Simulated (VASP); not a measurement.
# Zr2H6Pb (Fm-3m) in VASP: a series of runs, part 4 of 4

VASP 6.6.1. The steps go on from the part before.

## (6) Relaxation of cell and atoms, PBE

This run uses another cell than the first one, of 20.29 Å³/atom, 1.496 times its volume.

File INCAR:

```
ALGO = Normal ; EDIFF = 1E-7
EDIFFG = -0.04 ; ENCUT = 600
GGA = PE ; IBRION = 2
ISIF = 3 ; ISMEAR = 0
LASPH = True ; LCHARG = False
LREAL = False ; LWAVE = False
NELM = 100 ; NSW = 90
PREC = Accurate ; SIGMA = 0.1
```

File KPOINTS:

```
k-points
0
Gamma
  4 4 4
```

File POSCAR:

```
Zr2H6Pb
1.0
    0.0000000000      4.5029344500      4.5029344500
    4.5029344500      0.0000000000      4.5029344500
    4.5029344500      4.5029344500      0.0000000000
Zr H Pb
2 6 1
Direct
    0.7500000000      0.7500000000      0.7500000000
    0.2500000000      0.2500000000      0.2500000000
    0.5000000000      0.0000000000      0.0000000000
    0.0000000000      0.5000000000      0.5000000000
    0.0000000000      0.5000000000      0.0000000000
    0.5000000000      0.0000000000      0.5000000000
    0.0000000000      0.0000000000      0.5000000000
    0.5000000000      0.5000000000      0.0000000000
    0.0000000000      0.0000000000      0.0000000000
```

Potentials or basis: VASP PAW PBE potentials, release 64 (Zr_sv, H, Pb_d).

Launch:

```console
> cat potpaw_PBE.64/Zr_sv/POTCAR potpaw_PBE.64/H/POTCAR potpaw_PBE.64/Pb_d/POTCAR > POTCAR
> mpirun -np 1 vasp_std > vasp.out
```

OUTCAR:

```text
EDIFF = 1E-7
   EDIFFG = -0.04
   ENCUT = 600
   GGA = PE
   IBRION = 2
   ISIF = 3
   ISMEAR = 0
   LASPH = True
   LREAL = False
   NELM = 100
   NSW = 90
   PREC = Accurate

 ion  position               nearest neighbor table
   1  0.750  0.750  0.750-   3 2.25   4 2.25   5 2.25   6 2.25   7 2.25   8 2.25   9 3.90   9 3.90
                             9 3.90   9 3.90
   2  0.250  0.250  0.250-   3 2.25   4 2.25   5 2.25   6 2.25   7 2.25   8 2.25   9 3.90   9 3.90
                             9 3.90   9 3.90
   3  0.500  0.000  0.000-   1 2.25   2 2.25
   4  0.000  0.500  0.500-   1 2.25   2 2.25
   5  0.000  0.500  0.000-   1 2.25   2 2.25
   6  0.500  0.000  0.500-   1 2.25   2 2.25
   7  0.000  0.000  0.500-   1 2.25   2 2.25
   8  0.500  0.500  0.000-   1 2.25   2 2.25
   9  0.000  0.000  0.000-   1 3.90   1 3.90   1 3.90   1 3.90   2 3.90   2 3.90   2 3.90   2 3.90

  LATTYP: Found a face centered cubic cell.
 ALAT       =     9.0058689000

  Lattice vectors:

 A1 = (   0.0000000000,   4.5029344500,   4.5029344500)
 A2 = (   4.5029344500,   0.0000000000,   4.5029344500)
 A3 = (   4.5029344500,   4.5029344500,   0.0000000000)

Analysis of symmetry for initial positions (statically):
=====================================================================
 Subroutine PRICEL returns:
 Original cell was already a primitive cell.

 Routine SETGRP: Setting up the symmetry group for a
 face centered cubic supercell.

 Subroutine GETGRP returns: Found 48 space group operations
 (whereof 48 operations were pure point group operations)
 out of a pool of 48 trial point group operations.

The static configuration has the point symmetry O_h .

Analysis of symmetry for dynamics (positions and initial velocities):
=====================================================================
 Subroutine PRICEL returns:
 Original cell was already a primitive cell.

 Routine SETGRP: Setting up the symmetry group for a
 face centered cubic supercell.

 Subroutine GETGRP returns: Found 48 space group operations
 (whereof 48 operations were pure point group operations)
 out of a pool of 48 trial point group operations.

The dynamic configuration has the point symmetry O_h .

[... 121 lines left out ...]
   LHFCALC =     F    Hartree Fock is set to
   AEXX    =    0.0000 exact exchange contribution
   IVDW    =     0    specifies the selected vdW correction
   LEPSILON=     F    determine dielectric tensor
   LRPA    =     F    only Hartree local field effects (RPA)
 conjugate gradient relaxation of ions
 non-spin polarized calculation
 Gauss-broadening in eV      SIGMA  =   0.10
  energy-cutoff  :      600.00
  volume of cell :      182.61
 maximum number of plane-waves:      6116
 NGX is ok and might be reduce to    54
   NGX = 25   NGY = 25   NGZ = 25

--------------------------------------- Ionic step        1  -------------------------------------------

 number of electron      43.9999997 magnetization

 Free energy of the ion-electron system (eV)
  ---------------------------------------------------
  ext. energy  EPLUGINS =         0.00000000
  ---------------------------------------------------
  free energy    TOTEN  =       -37.65030032 eV

  energy without entropy =      -37.63860288  energy(sigma->0) =      -37.64445160

------------------------ aborting loop because EDIFF is reached ----------------------------------------

  FORCE on cell =-STRESS in cart. coord.  units (eV):
  Direction    XX          YY          ZZ          XY          YZ          ZX
  --------------------------------------------------------------------------------------
  -------------------------------------------------------------------------------------
  Total      -13.3987807    -13.3987807    -13.3987807     -0.0000000      0.0000000      0.0000000
  in kB     -117.5598412   -117.5598412   -117.5598412     -0.0000000      0.0000000      0.0000000
  external PRESSURE =    -117.5598412 kB  Pullay stress =       0.0000000 kB
[... 30 lines left out ...]
--------------------------------------- Ionic step        2  -------------------------------------------

 number of electron      43.9999998 magnetization

 E-fermi :   3.2218     XC(G=0):  -8.4789

 val. band max:        3.1598866907   @ k =  -0.2500   0.2500   0.0000
 cond. band min:       3.5000063673   @ k =  -0.2500   0.2500   0.0000
 fundamental gap:      0.3401196767
 Fermi energy:         3.2217544684

 k-point     1 :       0.0000    0.0000    0.0000
  band No.  band energies     occupation
      1     -46.7138      2.00000
      2     -46.7085      2.00000
      3     -24.7035      2.00000
      4     -24.7035      2.00000
      5     -24.7035      2.00000
      6     -24.6556      2.00000
[... 357 lines left out ...]
--------------------------------------- Ionic step        5  -------------------------------------------

 number of electron      44.0000002 magnetization

 Free energy of the ion-electron system (eV)
  ---------------------------------------------------
  ext. energy  EPLUGINS =         0.00000000
  ---------------------------------------------------
  free energy    TOTEN  =       -40.71425317 eV

  energy without entropy =      -40.70334654  energy(sigma->0) =      -40.70879986

 E-fermi :   4.5064     XC(G=0):  -9.2014

 val. band max:        4.4347338316   @ k =   0.2500   0.0000   0.0000
 cond. band min:       4.7264414727   @ k =  -0.2500   0.2500   0.0000
 fundamental gap:      0.2917076411
 Fermi energy:         4.5064016827

 k-point     1 :       0.0000    0.0000    0.0000
  band No.  band energies     occupation
      1     -44.9551      2.00000
      2     -44.9412      2.00000
      3     -23.0403      2.00000
      4     -23.0403      2.00000
      5     -23.0403      2.00000
      6     -22.9387      2.00000
[... 265 lines left out ...]
  FREE ENERGIE OF THE ION-ELECTRON SYSTEM (eV)
  ---------------------------------------------------
  free  energy   TOTEN  =       -40.7142531681 eV

  energy  without entropy=      -40.7033465449  energy(sigma->0) =      -40.70879986

 reached required accuracy - stopping structural energy minimisation
```

OSZICAR:

```text
N       E                     dE             d eps       ncg     rms          rms(c)
DAV:   1     0.466419960688E+03    0.46642E+03   -0.22002E+04   432   0.166E+03
DAV:   2     0.116928737414E+02   -0.45473E+03   -0.44508E+03   452   0.440E+02
DAV:   3    -0.350720323479E+02   -0.46765E+02   -0.45863E+02   552   0.149E+02
[... 66 lines left out ...]
DAV:   6    -0.407142546004E+02   -0.36480E-04   -0.11249E-04   710   0.647E-02    0.212E-02
DAV:   7    -0.407142538364E+02    0.76399E-06   -0.19314E-05   749   0.207E-02    0.701E-03
DAV:   8    -0.407142527245E+02    0.11120E-05   -0.19098E-06   534   0.819E-03    0.146E-03
DAV:   9    -0.407142531177E+02   -0.39327E-06   -0.21180E-07   358   0.304E-03    0.266E-04
DAV:  10    -0.407142531681E+02   -0.50353E-07   -0.61573E-08   272   0.189E-03
   5 F= -.40714253E+02 E0= -.40708800E+02  d E =-.306395E+01
```

CONTCAR:

```text
Zr2H6Pb
   1.00000000000000
    -0.0000000000000000    3.9383820350181322    3.9383820350181322
     3.9383820350181322   -0.0000000000000000    3.9383820350181322
     3.9383820350181322    3.9383820350181322   -0.0000000000000000
  Zr              H               Pb
     2     6     1
Direct
     0.7500000000000000    0.7500000000000000    0.7500000000000000
     0.2500000000000000    0.2500000000000000    0.2500000000000000
     0.5000000000000000    0.0000000000000000    0.0000000000000000
     0.0000000000000000    0.5000000000000000    0.5000000000000000
     0.0000000000000000    0.5000000000000000    0.0000000000000000
     0.5000000000000000    0.0000000000000000    0.5000000000000000
     0.0000000000000000    0.0000000000000000    0.5000000000000000
     0.5000000000000000    0.5000000000000000    0.0000000000000000
     0.0000000000000000    0.0000000000000000    0.0000000000000000

  0.00000000E+00  0.00000000E+00  0.00000000E+00
  0.00000000E+00  0.00000000E+00  0.00000000E+00
  0.00000000E+00  0.00000000E+00  0.00000000E+00
  0.00000000E+00  0.00000000E+00  0.00000000E+00
  0.00000000E+00  0.00000000E+00  0.00000000E+00
  0.00000000E+00  0.00000000E+00  0.00000000E+00
  0.00000000E+00  0.00000000E+00  0.00000000E+00
  0.00000000E+00  0.00000000E+00  0.00000000E+00
  0.00000000E+00  0.00000000E+00  0.00000000E+00
```

Run time: 4 min. Hardware: 1 thread of Intel Xeon 6975P-C (Granite Rapids), shared host; peak memory 0.44 GiB.

What came out:

| Quantity | Value |
| --- | --- |
| Free energy | -40.7143 eV |
| Relaxed volume | 13.58 Å³/atom |
| Relaxed cell | a = 5.570 Å, b = 5.570 Å, c = 5.570 Å, α = 60.00°, β = 60.00°, γ = 60.00° |
| Space group after relaxing (to 0.05 Å) | Fm-3m (No. 225) |
| Energy gained by relaxing | 340.4 meV/atom |
| Ionic steps | 5 |
| Pressure after relaxing | 0.0 GPa |
| Band gap on the k mesh | zero (band 22 reaches 5.11 eV, above the bottom of band 23 at 2.60 eV) |

Step by step:
```csv
step,energy change (eV),largest force (eV/Å),pressure (GPa),volume (Å³)
1,0.0000,0.0000,-11.76,182.61
2,-2.3718,0.0000,-8.03,146.02
3,-3.0309,0.0000,-2.20,126.75
4,-3.0624,0.0000,0.52,121.11
5,-3.0640,0.0000,-0.04,122.18
```

Final structure:
```
Zr H Pb
1.0
     0.00000    3.93838    3.93838
     3.93838    0.00000    3.93838
     3.93838    3.93838    0.00000
Zr H Pb
2 6 1
Direct
  0.75000 0.75000 0.75000
  0.25000 0.25000 0.25000
  0.50000 0.00000 0.00000
  0.00000 0.50000 0.50000
  0.00000 0.50000 0.00000
  0.50000 0.00000 0.50000
  0.00000 0.00000 0.50000
  0.50000 0.50000 0.00000
  0.00000 0.00000 0.00000
```

Caveat: the volume moved by over 15 % at a fixed basis, so the end points are rough; spin-orbit coupling is left out, which moves the levels of the heavy elements.

## (7) Relaxation of cell and atoms, PBE

File INCAR:

```
PREC = Accurate
ENCUT = 600
EDIFF = 1E-6
ISMEAR = 0
SIGMA = 0.1
LREAL = False
LASPH = True
NELM = 80
ALGO = Normal
ISIF = 3
LWAVE = False
LCHARG = False
GGA = PE
IBRION = 2
NSW = 100
EDIFFG = -0.01
```

File KPOINTS:

```
regular mesh
0
Gamma
  8 8 8
```

POSCAR, as its differences from that of step 6:

```diff
@@ -2,5 +2,5 @@
 1.0
-    0.0000000000      4.5029344500      4.5029344500
-    4.5029344500      0.0000000000      4.5029344500
-    4.5029344500      4.5029344500      0.0000000000
+    0.0000000000      3.9368664725      3.9368664725
+    3.9368664725      0.0000000000      3.9368664725
+    3.9368664725      3.9368664725      0.0000000000
 Zr H Pb
```

Launch:

```console
> cat potpaw_PBE.64/Zr_sv/POTCAR potpaw_PBE.64/H/POTCAR potpaw_PBE.64/Pb_d/POTCAR > POTCAR
> mpirun -np 1 vasp_std > vasp.out
```

Run time: 2.4 min. Hardware: 1 thread of Intel Xeon 6975P-C (Granite Rapids), shared host; peak memory 0.4 GiB.

Results (log left out):

| Item | Value |
| --- | --- |
| Free energy | -40.6904 eV |
| Relaxed volume | 13.52 Å³/atom |
| Relaxed cell | a = 5.562 Å, b = 5.562 Å, c = 5.562 Å, α = 60.00°, β = 60.00°, γ = 60.00° |
| Space group after relaxing (to 0.05 Å) | Fm-3m (No. 225) |
| Energy gained by relaxing | 0.0 meV/atom |
| Ionic steps | 2 |
| Pressure after relaxing | -0.1 GPa |
| Band gap on the k mesh | zero (band 22 reaches 5.14 eV, above the bottom of band 23 at 2.61 eV) |

Step by step:
```tsv
step	energy change (eV)	largest force (eV/Å)	pressure (GPa)	volume (Å³)
1	0.0000	0.0000	-0.25	122.03
2	-0.0004	0.0000	-0.06	121.66
```

Final structure:
```
CELL_PARAMETERS angstrom
0.00000 3.93283 3.93283
3.93283 0.00000 3.93283
3.93283 3.93283 0.00000
ATOMIC_POSITIONS crystal
Zr 0.75000 0.75000 0.75000
Zr 0.25000 0.25000 0.25000
H 0.50000 0.00000 0.00000
H 0.00000 0.50000 0.50000
H 0.00000 0.50000 0.00000
H 0.50000 0.00000 0.50000
H 0.00000 0.00000 0.50000
H 0.50000 0.50000 0.00000
Pb 0.00000 0.00000 0.00000
```

Levels at points of the mesh, in eV from the Fermi level:
```tsv
k point	band 19	band 20	band 21	band 22	band 23	band 24	band 25	band 26
(0.00, 0.00, 0.00)	-2.87	-2.87	-2.15	-2.15	-2.15	1.77	1.77	1.77
(0.50, 0.00, 0.00)	-4.34	-3.79	-0.93	-0.93	0.26	0.53	0.53	1.56
(0.50, 0.50, 0.00)	-3.97	-2.88	0.15	0.15	0.47	0.89	0.89	1.71
```

Caveat: spin-orbit coupling is left out, which moves the levels of the heavy elements.

## (8) Summary

```tsv
task	spin	cell	k mesh	cutoff (eV)	gap on the mesh (eV)	pressure (GPa)	relaxed volume (Å³/atom)
single point	off	a = 5.568 Å, angles 60.0°, 9 atoms	4 × 4 × 4	520	none	-0.1	-
single point	off	a = 6.368 Å, angles 60.0°, 9 atoms	4 × 4 × 4	520	none	-11.8	-
single point	off	a = 5.560 Å, angles 60.0°, 9 atoms	8 × 8 × 8	520	none	-0.1	-
single point	collinear, ferromagnetic start	a = 5.568 Å, angles 60.0°, 9 atoms	4 × 4 × 4	520	none	-0.1	-
relaxation of cell and atoms	off	relaxed from a = 6.368 Å, angles 60.0°, 9 atoms	4 × 4 × 4	600	none	0.0	13.58
relaxation of cell and atoms	off	relaxed from a = 5.568 Å, angles 60.0°, 9 atoms	8 × 8 × 8	600	none	-0.1	13.52
```

Alike in all rows: level PBE; potentials or basis VASP PAW PBE potentials, release 64 (Zr_sv, H, Pb_d); smearing gaussian 0.1 eV.

Caveats: spin-orbit coupling is left out, which moves the levels of the heavy elements; the volume moved by over 15 % at a fixed basis, so the end points are rough (some runs).

Total energies depend on the potentials used, so only differences within one code and one set of settings carry meaning.
